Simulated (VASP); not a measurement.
# Cu (Fm-3m) in VASP: notebook, part 2 of 2

VASP 6.6.1. The steps go on from the part before.

## 4. Single point, r2SCAN

This run uses another cell than the first one, of 11.44 Å³/atom, 0.973 times its volume.

POSCAR

```
Cu
1.0
    0.0000000000      1.7885820438      1.7885820438
    1.7885820438      0.0000000000      1.7885820438
    1.7885820438      1.7885820438      0.0000000000
Cu
1
Direct
    0.0000000000      0.0000000000      0.0000000000
```

INCAR.step1

```
SYSTEM = Cu
PREC     = Accurate       ! precision mode
ENCUT    = 520            ! plane-wave cutoff, eV
ISMEAR   = 0              ! smearing method
SIGMA    = 0.05           ! smearing width, eV
LREAL    = .False.        ! projectors in reciprocal space
LASPH    = .True.         ! aspherical terms in the spheres
NELM     = 60             ! most SCF steps
NBANDS   = 12             ! bands
GGA      = PE             ! functional
ALGO     = Normal         ! electronic algorithm
EDIFF    = 1E-4           ! SCF threshold, eV
LWAVE    = .True.         ! write WAVECAR
LCHARG   = .False.        ! write CHGCAR
```

INCAR.step2

```
SYSTEM = Cu
PREC     = Accurate       ! precision mode
ENCUT    = 520            ! plane-wave cutoff, eV
EDIFF    = 1E-6           ! SCF threshold, eV
ISMEAR   = 0              ! smearing method
SIGMA    = 0.05           ! smearing width, eV
LREAL    = .False.        ! projectors in reciprocal space
LASPH    = .True.         ! aspherical terms in the spheres
NELM     = 60             ! most SCF steps
ALGO     = Normal         ! electronic algorithm
ISIF     = 2              ! what is computed and relaxed
LWAVE    = .False.        ! write WAVECAR
LCHARG   = .False.        ! write CHGCAR
METAGGA  = R2SCAN         ! meta-GGA
LMIXTAU  = .True.       
NBANDS   = 12             ! bands
ISTART   = 1
```

KPOINTS

```
Automatic mesh
0
Gamma
  20 20 20
  0 0 0
```

The run is started by

```bash
$ cat potpaw_PBE.64/Cu/POTCAR > POTCAR
$ cp INCAR.step1 INCAR
$ mpirun -np 1 vasp_std > vasp.out
$ cp INCAR.step2 INCAR
$ mpirun -np 1 vasp_std > vasp.out
```

It took 92 s on 1 thread of Intel Xeon Platinum 8375C at 2.90GHz (Ice Lake), shared host; peak memory 0.15 GiB.

Results (log left out):

```yaml
Free_energy: -10.8277 eV
Pressure: 0.4 GPa
```

Levels at points of the mesh, in eV from the Fermi level:
```
           k point  band 2  band 3  band 4  band 5  band 6  band 7  band 8  band 9  band 10  band 11
(0.00, 0.00, 0.00)   -3.20   -3.20   -3.20   -2.34   -2.34   23.68   26.96   26.96    26.96    29.38
(0.50, 0.00, 0.00)   -3.25   -3.25   -1.73   -1.73   -1.11    4.17   22.17   23.69    23.69    26.57
(0.50, 0.50, 0.00)   -4.72   -1.76   -1.57   -1.57    1.60    7.69   14.05   14.05    18.49    21.73
```

Caveat: the PAW data sets were made with another functional, which shifts forces and pressure a little.

## 5. Single point, r2SCAN

This run uses another cell than the first one, of 11.97 Å³/atom, 1.018 times its volume.

POSCAR

```
Cu
1.0
    0.0000000000      1.8154809678      1.8154809678
    1.8154809678      0.0000000000      1.8154809678
    1.8154809678      1.8154809678      0.0000000000
Cu
1
Direct
    0.0000000000      0.0000000000      0.0000000000
```

INCAR.step1

```
SYSTEM = Cu
  ALGO = Normal
  EDIFF = 1E-4
  ENCUT = 520
  GGA = PE
  ISMEAR = 0
  LASPH = .True.
  LCHARG = .False.
  LREAL = .False.
  LWAVE = .True.
  NBANDS = 12
  NELM = 100
  PREC = Accurate
  SIGMA = 0.05
```

INCAR.step2

```
SYSTEM = Cu
  ALGO = Normal
  EDIFF = 1E-7
  ENCUT = 520
  ISIF = 2
  ISMEAR = 0
  ISTART = 1
  LASPH = .True.
  LCHARG = .True.
  LELF = .True.
  LMIXTAU = .True.
  LREAL = .False.
  LVHAR = .True.
  LWAVE = .False.
  METAGGA = R2SCAN
  NBANDS = 12
  NELM = 100
  PREC = Accurate
  SIGMA = 0.05
```

KPOINTS

```
k-points
0
Gamma
  20 20 20
  0 0 0
```

The run is started by

```bash
$ cat potpaw_PBE.64/Cu/POTCAR > POTCAR
$ cp INCAR.step1 INCAR
$ mpirun -np 1 vasp_std > vasp.out
$ cp INCAR.step2 INCAR
$ mpirun -np 1 vasp_std > vasp.out
```

It took 2.3 min on 1 thread of Intel Xeon Platinum 8375C at 2.90GHz (Ice Lake), shared host; peak memory 0.15 GiB.

Results (log left out):

```yaml
Free_energy: -10.8190 eV
Pressure: -6.0 GPa
```

Levels at points of the mesh, in eV from the Fermi level:
| k point | band 4 | band 5 | band 6 | band 7 | band 8 | band 9 |
| --- | --- | --- | --- | --- | --- | --- |
| (0.00, 0.00, 0.00) | -3.05 | -2.25 | -2.25 | 23.32 | 26.24 | 26.24 |
| (0.50, 0.00, 0.00) | -1.67 | -1.67 | -0.96 | 3.95 | 21.83 | 22.97 |
| (0.50, 0.50, 0.00) | -1.52 | -1.52 | 1.64 | 7.39 | 13.70 | 13.70 |

Caveat: the PAW data sets were made with another functional, which shifts forces and pressure a little.

## 6. Single point, PBE

This run uses another cell than the first one, of 11.97 Å³/atom, 1.018 times its volume.

INCAR

```
ALGO     = Normal         # electronic algorithm
EDIFF    = 1E-6           # SCF threshold, eV
ENCUT    = 520            # plane-wave cutoff, eV
GGA      = PE             # functional
ISIF     = 2              # what is computed and relaxed
ISMEAR   = 0              # smearing method
LASPH    = T              # aspherical terms in the spheres
LCHARG   = F              # write CHGCAR
LREAL    = F              # projectors in reciprocal space
LWAVE    = F              # write WAVECAR
NBANDS   = 12             # bands
NELM     = 80             # most SCF steps
PREC     = Accurate       # precision mode
SIGMA    = 0.05           # smearing width, eV
```

KPOINTS

```
k-points
0
Gamma
  10 10 10
```

POSCAR

```
Cu
1.0
    0.0000000000      1.8154809675      1.8154809675
    1.8154809675      0.0000000000      1.8154809675
    1.8154809675      1.8154809675      0.0000000000
Cu
1
Direct
    0.0000000000      0.0000000000      0.0000000000
```

Potentials or basis: VASP PAW PBE potentials, release 64 (Cu).

The run is started by

```bash
$ cat potpaw_PBE.64/Cu/POTCAR > POTCAR
$ mpirun -np 1 vasp_std > vasp.out
```

OUTCAR:

```text
EDIFF = 1E-6
   ENCUT = 520
   GGA = PE
   ISIF = 2
   ISMEAR = 0
   LASPH = T
   LREAL = F
   NELM = 80
   PREC = Accurate

 ion  position               nearest neighbor table
   1  0.000  0.000  0.000-

  LATTYP: Found a face centered cubic cell.
 ALAT       =     3.6309619350

  Lattice vectors:

 A1 = (   0.0000000000,   1.8154809675,   1.8154809675)
 A2 = (   1.8154809675,   0.0000000000,   1.8154809675)
 A3 = (   1.8154809675,   1.8154809675,   0.0000000000)

Analysis of symmetry for initial positions (statically):
=====================================================================
 Subroutine PRICEL returns:
 Original cell was already a primitive cell.

 Routine SETGRP: Setting up the symmetry group for a
 face centered cubic supercell.

 Subroutine GETGRP returns: Found 48 space group operations
 (whereof 48 operations were pure point group operations)
 out of a pool of 48 trial point group operations.

The static configuration has the point symmetry O_h .

Analysis of symmetry for dynamics (positions and initial velocities):
=====================================================================
 Subroutine PRICEL returns:
 Original cell was already a primitive cell.

[... 167 lines left out ...]
      6       5.2450      2.00000
      7      29.9111      0.00000
      8      32.4531      0.00000
      9      32.4531      0.00000
     10      32.4531      0.00000
     11      34.9358      0.00000
     12      34.9358      0.00000
[... 331 lines left out ...]
 k-point    24 :       0.4000    0.3000    0.0000
  band No.  band energies     occupation
      1       2.5033      2.00000
      2       3.3948      2.00000
      3       4.9582      2.00000
      4       5.3807      2.00000
      5       5.7705      2.00000
      6       6.3808      2.00000
      7      19.4541      0.00000
      8      20.2575      0.00000
      9      22.2386      0.00000
     10      26.2960      0.00000
     11      29.9127      0.00000
     12      44.7545      0.00000

 [... further k-points ...]

------------------------ aborting loop because EDIFF is reached ----------------------------------------

  FORCE on cell =-STRESS in cart. coord.  units (eV):
  Direction    XX          YY          ZZ          XY          YZ          ZX
  --------------------------------------------------------------------------------------
  -------------------------------------------------------------------------------------
  Total        0.0541176      0.0541176      0.0541176     -0.0000000     -0.0000000     -0.0000000
  in kB        7.2450995      7.2450995      7.2450995     -0.0000000     -0.0000000     -0.0000000
  external PRESSURE =       7.2450995 kB  Pullay stress =       0.0000000 kB

 VOLUME and BASIS-vectors are now :
 -----------------------------------------------------------------------------
  energy-cutoff  :      520.00
  volume of cell :       11.97
      direct lattice vectors                 reciprocal lattice vectors
     0.000000000  1.815480968  1.815480968    -0.275409111  0.275409111  0.275409111
     1.815480968  0.000000000  1.815480968     0.275409111 -0.275409111  0.275409111
     1.815480968  1.815480968  0.000000000     0.275409111  0.275409111 -0.275409111

 POSITION                                       TOTAL-FORCE (eV/Angst)
 -----------------------------------------------------------------------------------
      0.00000      0.00000      0.00000        -0.000000      0.000000      0.000000
 -----------------------------------------------------------------------------------
    total drift:                                0.000000      0.000000      0.000000

  FREE ENERGIE OF THE ION-ELECTRON SYSTEM (eV)
  ---------------------------------------------------
  free  energy   TOTEN  =        -3.7137548819 eV

  energy  without entropy=       -3.7130455585  energy(sigma->0) =       -3.71340022
```

stdout:

```text
POSCAR found type information on POSCAR Cu
 POSCAR found :  1 types and       1 ions
 scaLAPACK will be used
 LDA part: xc-table for (Slater+PW92), standard interpolation
 POSCAR, INCAR and KPOINTS ok, starting setup
 FFT: planning ... GRIDC
 FFT: planning ... GRID_SOFT
 FFT: planning ... GRID
 WAVECAR not read
 entering main loop
```

It took 4.5 s on 1 thread of Intel Xeon Platinum 8488C (Sapphire Rapids), shared host; peak memory 0.12 GiB.

What came out:

```
Free energy : -3.7138 eV
Pressure    : 0.7 GPa
```

## 7. The runs side by side

```csv
level,cell,k mesh,gap on the mesh (eV),pressure (GPa)
PBE,"a = 2.553 Å, angles 60.0°, 1 atom",10 × 10 × 10,none,3.3
PBE,"a = 2.567 Å, angles 60.0°, 1 atom",10 × 10 × 10,none,0.7
r2SCAN,"a = 2.529 Å, angles 60.0°, 1 atom",20 × 20 × 20,none,0.4
r2SCAN,"a = 2.567 Å, angles 60.0°, 1 atom",20 × 20 × 20,none,-6.0
```

Alike in all rows: task single point; potentials or basis VASP PAW PBE potentials, release 64 (Cu); no spin polarisation; cutoff (eV) 520; smearing gaussian 0.05 eV.

Caveats: the PAW data sets were made with another functional, which shifts forces and pressure a little (some runs).

Absolute energies hang on the potentials; compare differences alone.
